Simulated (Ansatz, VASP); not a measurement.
## One calculation of KF, two programs

INCAR

```
SYSTEM = KF
ALGO = Normal
EDIFF = 1E-6
ENCUT = 520
GGA = PE
ISIF = 2
ISMEAR = 0
LASPH = .TRUE.
LCHARG = .TRUE.
LELF = .TRUE.
LREAL = .FALSE.
LVHAR = .TRUE.
LWAVE = .FALSE.
NBANDS = 15
NELM = 60
PREC = Accurate
SIGMA = 0.05
```

The input KPOINTS:

```
k-points
0
G
  8 8 8
  0 0 0
```

Contents of POSCAR:

```
KF
1.0
    0.0000000000      2.6400812500      2.6735000000
    2.7069187500      0.0000000000      2.6735000000
    2.7069187500      2.6400812500      0.0000000000
K F
1 1
Direct
    0.0000000000      0.0000000000      0.0000000000
    0.5000000000      0.5000000000      0.5000000000
```

Input for Ansatz:

```yaml
crystal:
  lattice:
    - [0.0, 2.64008125, 2.6735]
    - [2.70691875, 0.0, 2.6735]
    - [2.70691875, 2.64008125, 0.0]
  atoms:
    - { symbol: K, position: [0.0, 0.0, 0.0] }
    - { symbol: F, position: [0.5, 0.5, 0.5] }
basis:
  ecutwfc: 420
kpoints:
  mp_grid: { grid: [8, 8, 8] }
hamiltonian:
  xc: pbe
scf:
  occupations: { method: gaussian, width: 0.05 }
output:
  forces: true
  stress: true
  eigenvalues: true
```

Change from the starting cell: strain +0.0125 x Voigt [1, -1, 0, 0, 0, 0], atoms carried along.

Alike in both runs: task single point; functional PBE; k mesh 8 × 8 × 8; occupations gaussian, width 0.05 eV; no spin polarisation.

```csv
,VASP,Ansatz
version,VASP 6.6.1,Ansatz 0.2.0
potentials or method,"VASP PAW PBE potentials, release 64 (K_sv, F), cutoff 520 eV","scalar-relativistic, plane waves, PAW"
valence electrons in the cell,16,16
```

Ansatz gave:

* gap on the k mesh at the Fermi level (eV): 6.15
* least direct gap on the mesh (eV): 6.15
* pressure (GPa): 1.4
* traceless stress, the component that is largest in VASP (GPa): 0.73

Question: What did VASP give for the same quantities?

Answer: gap on the k mesh at the Fermi level (eV): 6.13; least direct gap on the mesh (eV): 6.13; pressure (GPa): 1.4; traceless stress, the component that is largest in VASP (GPa): 0.76.
